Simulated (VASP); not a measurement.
# Sn2Pb (P6/mmm) in VASP: a series of runs

The runs below take Sn2Pb through relaxation of cell and atoms, relaxation of shape and atoms at fixed volume, with PBE.

Everything below comes from runs of VASP 6.6.1. Logs are shortened: lines on timing, memory, paths and dates and some standing lists are left out, and cuts for length are marked.

### Step 1. The cell of the first run

Symmetry: P6/mmm, No. 191, hexagonal system. The conventional cell has a = 5.709 Å, b = 5.709 Å, c = 3.165 Å, α = 90.00°, β = 90.00°, γ = 120.00°. Sn (site symmetry -6m2) has 5 Sn at 3.16 to 3.30 Å and 3 Pb at 3.30 Å within 4.2 Å. Pb (site symmetry 6/mmm) has 2 Pb at 3.16 Å and 6 Sn at 3.30 Å within 4.2 Å.

The cell was generated, and may not be a known phase.

### Step 2. Relaxation of cell and atoms, PBE

File INCAR:

```
SYSTEM = Sn2Pb
ALGO = Fast
EDIFF = 1E-7
EDIFFG = -0.01
ENCUT = 600
GGA = PE
IBRION = 2
ISIF = 3
ISMEAR = 0
LASPH = .True.
LCHARG = .False.
LREAL = .False.
LWAVE = .False.
NELM = 60
NSW = 100
PREC = Accurate
SIGMA = 0.1
```

File KPOINTS:

```
k-points
0
Gamma
  6 6 12
  0 0 0
```

File POSCAR:

```
Sn2Pb
1.0
    5.7093762476      0.0000000000      0.0000000000
   -2.8546881238      4.9444648702      0.0000000000
    0.0000000000      0.0000000000      3.1648587394
Sn Pb
2 1
Direct
    0.3333333333      0.6666666667      0.0000000000
    0.6666666667      0.3333333333      0.0000000000
    0.0000000000      0.0000000000      0.0000000000
```

Potentials or basis: VASP PAW PBE potentials, release 64 (Sn_d, Pb_d).

Command:

```console
$ cat potpaw_PBE.64/Sn_d/POTCAR potpaw_PBE.64/Pb_d/POTCAR > POTCAR
$ mpirun -np 1 vasp_std > vasp.out
```

OUTCAR:

```text
SYSTEM = Sn2Pb
   EDIFF = 1E-7
   EDIFFG = -0.01
   ENCUT = 600
   GGA = PE
   IBRION = 2
   ISIF = 3
   ISMEAR = 0
   LASPH = .True.
   LREAL = .False.
   NELM = 60
   NSW = 100
   PREC = Accurate

 ion  position               nearest neighbor table
   1  0.333  0.667  0.000-   2 3.30   3 3.30   2 3.30   3 3.30   3 3.30   2 3.30
   2  0.667  0.333  0.000-   1 3.30   3 3.30   1 3.30   3 3.30   3 3.30   1 3.30
   3  0.000  0.000  0.000-   1 3.30   2 3.30   2 3.30   1 3.30   2 3.30   1 3.30

  LATTYP: Found a hexagonal cell.
 ALAT       =     5.7093762476
 C/A-ratio  =     0.5543265327

  Lattice vectors:

 A1 = (   5.7093762476,   0.0000000000,   0.0000000000)
 A2 = (  -2.8546881238,   4.9444648702,   0.0000000000)
 A3 = (   0.0000000000,   0.0000000000,   3.1648587394)

Analysis of symmetry for initial positions (statically):
=====================================================================
 Subroutine PRICEL returns:
 Original cell was already a primitive cell.

 Routine SETGRP: Setting up the symmetry group for a
 hexagonal supercell.

 Subroutine GETGRP returns: Found 24 space group operations
 (whereof 24 operations were pure point group operations)
 out of a pool of 24 trial point group operations.

The static configuration has the point symmetry D_6h.

Analysis of symmetry for dynamics (positions and initial velocities):
=====================================================================
 Subroutine PRICEL returns:
 Original cell was already a primitive cell.

 Routine SETGRP: Setting up the symmetry group for a
 hexagonal supercell.

 Subroutine GETGRP returns: Found 24 space group operations
 (whereof 24 operations were pure point group operations)
 out of a pool of 24 trial point group operations.

The dynamic configuration has the point symmetry D_6h.

 Subroutine INISYM returns: Found 24 space group operations
 (whereof 24 operations are pure point group operations),
 and found     1 'primitive' translations

----------------------------------------------------------------------------------------

                                     Primitive cell

  volume of cell :      89.3434

  direct lattice vectors                    reciprocal lattice vectors
     5.709376248  0.000000000  0.000000000     0.175150482  0.101123178  0.000000000
    -2.854688124  4.944464870  0.000000000     0.000000000  0.202246356  0.000000000
     0.000000000  0.000000000  3.164858739     0.000000000  0.000000000  0.315969869

  length of vectors
     5.709376248  5.709376248  3.164858739     0.202246356  0.202246356  0.315969869

  position of ions in fractional coordinates (direct lattice)
     0.333333333  0.666666667  0.000000000
     0.666666667  0.333333333  0.000000000
     0.000000000  0.000000000  0.000000000

  ion indices of the primitive-cell ions
   primitive index   ion index
                 1           1
                 2           2
                 3           3

----------------------------------------------------------------------------------------

 KPOINTS: k-points

Automatic generation of k-mesh.
 Grid dimensions read from file:
 generate k-points for:    6    6   12

 Generating k-lattice:

  Cartesian coordinates                     Fractional coordinates (reciprocal lattice)
     0.029191747  0.016853863  0.000000000     0.166666667  0.000000000  0.000000000
     0.000000000  0.033707726  0.000000000     0.000000000  0.166666667  0.000000000
     0.000000000  0.000000000  0.026330822     0.000000000  0.000000000  0.083333333

  Length of vectors
     0.033707726  0.033707726  0.026330822

  Shift w.r.t. Gamma in fractional coordinates (k-lattice)
     0.000000000  0.000000000  0.000000000

 Subroutine IBZKPT returns following result:
 ===========================================

 Found     49 irreducible k-points:

 Following reciprocal coordinates:
            Coordinates               Weight
  0.000000  0.000000  0.000000      1.000000
  0.166667 -0.000000  0.000000      6.000000
  0.333333  0.000000  0.000000      6.000000
  0.500000 -0.000000  0.000000      3.000000
  0.166667  0.166667  0.000000      6.000000
  0.333333  0.166667  0.000000     12.000000
[... 16 lines left out ...]
  0.166667 -0.000000  0.250000     12.000000
  0.333333  0.000000  0.250000     12.000000
 [... further k-points ...]
   k-points           NKPTS =     49   k-points in BZ     NKDIM =     49   number of bands    NBANDS=     25
   number of dos      NEDOS =    301   number of ions     NIONS =      3
   total plane-waves  NPLWV =  64512
   dimension x,y,z NGX =    48 NGY =   48 NGZ =   28
   dimension x,y,z NGXF=    96 NGYF=   96 NGZF=   56
   ions per type =               2   1
   NGX,Y,Z   is equivalent  to a cutoff of  13.98, 13.98, 14.71 a.u.
   NGXF,Y,Z  is equivalent  to a cutoff of  27.95, 27.95, 29.42 a.u.
 SYSTEM =  Sn2Pb
   PREC   = accura    normal or accurate (medium, high low for compatibility)
   ISTART =      0    job   : 0-new  1-cont  2-samecut
   ICHARG =      2    charge: 1-file 2-atom 10-const
   ISPIN  =      1    spin polarized calculation?
   LNONCOLLINEAR =      F non collinear calculations
   LSORBIT =      F    spin-orbit coupling
   LASPH  =      T    aspherical Exc in radial PAW
   ENCUT  =  600.0 eV  44.10 Ry    6.64 a.u.  11.40 11.40  6.32*2*pi/ulx,y,z
   NELM   =     60;   NELMIN=  2; NELMDL= -5     # of ELM steps
   EDIFF  = 0.1E-06   stopping-criterion for ELM
   LREAL  =      F    real-space projection
   EDIFFG = -.1E-01   stopping-criterion for IOM
   NSW    =    100    number of steps for IOM
   IBRION =      2    ionic relax: 0-MD 1-quasi-New 2-CG
   NFREE  =      1    steps in history (QN), initial steepest desc. (CG)
   ISIF   =      3    stress and relaxation
   ISYM   =      2    0-nonsym 1-usesym 2-fastsym
   POTIM  = 0.5000    time-step for ionic-motion
   TEBEG  =    0.0;   TEEND  =   0.0 temperature during run
   PSTRESS=    0.0 pullay stress
   NELECT =      42.0000    total number of electrons
   NUPDOWN=      -1.0000    fix difference up-down
   EMIN   =  10.00;   EMAX   =-10.00  energy-range for DOS
   EFERMI =   0.00;   METHOD = LEGACY
   ISMEAR =     0;   SIGMA  =   0.10  broadening in eV -4-tet -1-fermi 0-gaus
   EFERMI_NEDOS =   21; number of points for ismear=-14 and -15
   IALGO  =     68    algorithm
   IMIX   =      4    mixing-type and parameters
     AMIX     =   0.40;   BMIX     =  1.00
     AMIX_MAG =   1.60;   BMIX_MAG =  1.00
  volume/ion in A,a.u.               =      29.78       200.97
  Fermi-wavevector in a.u.,A,eV,Ry     =   1.272928  2.405485 22.046141  1.620346
  Thomas-Fermi vector in A             =   2.405779
   LORBIT       =      0    0 simple, 1 ext, 2 COOP (PROOUT), +10 PAW based schemes
   GGA     = PE    functional components
   LHFCALC =     F    Hartree Fock is set to
   AEXX    =    0.0000 exact exchange contribution
   IVDW    =     0    specifies the selected vdW correction
   LEPSILON=     F    determine dielectric tensor
   LRPA    =     F    only Hartree local field effects (RPA)
 conjugate gradient relaxation of ions
 non-spin polarized calculation
 RMM-DIIS sequential band-by-band and
 Gauss-broadening in eV      SIGMA  =   0.10
  energy-cutoff  :      600.00
  volume of cell :       89.34
 maximum number of plane-waves:      3018
 NGX is ok and might be reduce to    48
   NGX = 23   NGY = 23   NGZ = 13

--------------------------------------- Ionic step        1  -------------------------------------------

 number of electron      42.0000013 magnetization

 Free energy of the ion-electron system (eV)
  ---------------------------------------------------
  ext. energy  EPLUGINS =         0.00000000
  ---------------------------------------------------
  free energy    TOTEN  =       -11.08446846 eV

  energy without entropy =      -11.08142369  energy(sigma->0) =      -11.08294607

------------------------ aborting loop because EDIFF is reached ----------------------------------------

  FORCE on cell =-STRESS in cart. coord.  units (eV):
  Direction    XX          YY          ZZ          XY          YZ          ZX
  --------------------------------------------------------------------------------------
  -------------------------------------------------------------------------------------
  Total        0.3470177      0.3470177     -0.3597037      0.0000000      0.0000000      0.0000000
  in kB        6.2230015      6.2230015     -6.4504968      0.0000000      0.0000000      0.0000000
  external PRESSURE =       1.9985020 kB  Pullay stress =       0.0000000 kB
[... 59 lines left out ...]
  energy  without entropy=      -11.0842754399  energy(sigma->0) =      -11.08548560

--------------------------------------- Ionic step        3  -------------------------------------------

 number of electron      42.0000009 magnetization

 Free energy of the ion-electron system (eV)
  ---------------------------------------------------
  ext. energy  EPLUGINS =         0.00000000
  ---------------------------------------------------
  free energy    TOTEN  =       -11.08685821 eV

  energy without entropy =      -11.08442617  energy(sigma->0) =      -11.08564219

 E-fermi :   6.9706     XC(G=0):  -9.9689

 val. band max:        6.9469950571   @ k =   0.1667   0.1667   0.2500
 cond. band min:       7.0225974718   @ k =   0.0000   0.0000   0.4167
 fundamental gap:      0.0756024146
 Fermi energy:         6.9706155310

 k-point     1 :       0.0000    0.0000    0.0000
  band No.  band energies     occupation
      1     -14.5409      2.00000
      2     -14.4744      2.00000
      3     -14.4370      2.00000
      4     -14.4370      2.00000
      5     -14.3862      2.00000
      6     -14.3862      2.00000
[... 661 lines left out ...]
     24       9.5386      0.00000
     25       9.9403      0.00000

 [... further k-points ...]
[... 5 lines left out ...]
  --------------------------------------------------------------------------------------
  -------------------------------------------------------------------------------------
  Total       -0.0034292     -0.0034292     -0.0098317      0.0000000      0.0000000      0.0000000
  in kB       -0.0612345     -0.0612345     -0.1755649      0.0000000      0.0000000      0.0000000
  external PRESSURE =      -0.0993446 kB  Pullay stress =       0.0000000 kB
[... 18 lines left out ...]
  FREE ENERGIE OF THE ION-ELECTRON SYSTEM (eV)
  ---------------------------------------------------
  free  energy   TOTEN  =       -11.0868582101 eV

  energy  without entropy=      -11.0844261744  energy(sigma->0) =      -11.08564219

 reached required accuracy - stopping structural energy minimisation
```

Run time: 8.5 min. Hardware: 1 thread of Oxide Virtual Turin-like, shared host; peak memory 0.3 GiB.

What came out:

- Free energy: -11.0869 eV
- Relaxed volume: 29.91 Å³/atom
- Relaxed cell: a = 5.735 Å, b = 5.735 Å, c = 3.150 Å, α = 90.00°, β = 90.00°, γ = 120.00°
- Space group after relaxing (to 0.1 Å): P6/mmm (No. 191)
- Energy gained by relaxing: 0.8 meV/atom
- Ionic steps: 3
- Pressure after relaxing: 0.0 GPa

The path:
```tsv
step	energy change (eV)	largest force (eV/Å)	pressure (GPa)	volume (Å³)
1	0.0000	0.0000	0.20	89.34
2	-0.0022	0.0000	-0.07	89.82
3	-0.0024	0.0000	-0.01	89.72
```

Final structure:
```xyz
3
Lattice="5.7347 0.0000 0.0000 -2.8673 4.9664 0.0000 0.0000 0.0000 3.1503" Properties=species:S:1:pos:R:3 pbc="T T T"
Sn    0.0000    3.3109    0.0000
Sn    2.8673    1.6555    0.0000
Pb   -2.8673    4.9664    0.0000
```

Levels at points of the mesh, in eV from the Fermi level:
| k point | band 19 | band 20 | band 21 | band 22 | band 23 | band 24 |
| --- | --- | --- | --- | --- | --- | --- |
| (0.00, 0.00, 0.00) | -2.41 | -2.41 | -2.36 | -2.36 | 4.87 | 6.79 |
| (0.50, 0.00, 0.00) | -4.17 | 0.26 | 0.51 | 2.36 | 2.43 | 3.34 |
| (0.00, 0.00, 0.50) | -2.98 | -0.74 | -0.64 | -0.13 | -0.13 | -0.11 |
| (0.50, 0.00, 0.50) | -2.91 | -2.89 | -1.96 | -1.33 | 2.71 | 3.17 |

Caveat: the highest band is partly filled, so the run has too few bands; spin-orbit coupling is left out, which moves the levels of the heavy elements.

### Step 3. Relaxation of shape and atoms at fixed volume, PBE (29.99 Å³/atom)

This run uses another cell than the first one, of 29.99 Å³/atom.

File INCAR:

```
ALGO = Fast
EDIFF = 1E-6
EDIFFG = -0.01
ENCUT = 600
GGA = PE
IBRION = 2
ISIF = 4
ISMEAR = 0
LASPH = True
LCHARG = False
LREAL = False
LWAVE = False
NELM = 100
NSW = 50
PREC = Accurate
SIGMA = 0.1
```

File KPOINTS:

```
k-points
0
Gamma
  6 6 12
```

File POSCAR:

```
Sn2Pb
1.0
    5.6061844139      0.0000000000      0.0000000000
   -2.8030922069      4.8550981207      0.0000000000
    0.0000000000      0.0000000000      3.3057090483
Sn Pb
2 1
Direct
    0.3333333333      0.6666666667      0.5000000000
    0.6666666667      0.3333333333      0.5000000000
    0.0000000000      0.0000000000      0.0000000000
```

Potentials or basis: VASP PAW PBE potentials, release 64 (Sn_d, Pb_d).

Command:

```console
$ cat potpaw_PBE.64/Sn_d/POTCAR potpaw_PBE.64/Pb_d/POTCAR > POTCAR
$ mpirun -np 1 vasp_std > vasp.out
```

Run time: 2.2 min. Hardware: 1 thread of Oxide Virtual Turin-like, shared host; peak memory 0.29 GiB.

Results (log left out):

```yaml
Free_energy: -11.1560 eV
Pressure_after_relaxing: -1.3 GPa
Band_gap_on_the_k_mesh: zero (bands 21 and 22 overlap by 3.39 eV)
```

Final structure:
```cif
data_structure
_symmetry_space_group_name_H-M 'P 1'
_symmetry_Int_Tables_number 1
_cell_length_a 5.6062
_cell_length_b 5.6062
_cell_length_c 3.3057
_cell_angle_alpha 90.000
_cell_angle_beta 90.000
_cell_angle_gamma 120.000
_cell_volume 89.98
loop_
_atom_site_label
_atom_site_type_symbol
_atom_site_fract_x
_atom_site_fract_y
_atom_site_fract_z
_atom_site_occupancy
Sn1 Sn 0.33333 0.66667 0.50000 1
Sn2 Sn 0.66667 0.33333 0.50000 1
Pb1 Pb 0.00000 0.00000 0.00000 1
```

Levels at points of the mesh, in eV from the Fermi level:
```csv
k point,band 18,band 19,band 20,band 21,band 22,band 23,band 24,band 25
"(0.00, 0.00, 0.00)",-5.53,-2.26,-2.26,-2.18,-2.18,3.42,7.02,7.67
"(0.50, 0.00, 0.00)",-6.84,-4.03,0.48,0.93,2.55,2.84,3.71,5.12
"(0.00, 0.00, 0.50)",-3.00,-2.17,-1.06,-0.48,-0.39,-0.39,1.07,1.07
"(0.50, 0.00, 0.50)",-5.54,-3.54,-2.49,-1.63,-1.12,0.49,3.10,4.18
```

Caveat: spin-orbit coupling is left out, which moves the levels of the heavy elements.

(Part 1 of 2 ends here.)

The gap in the log of VASP goes by the Fermi energy; the results here count the filled bands.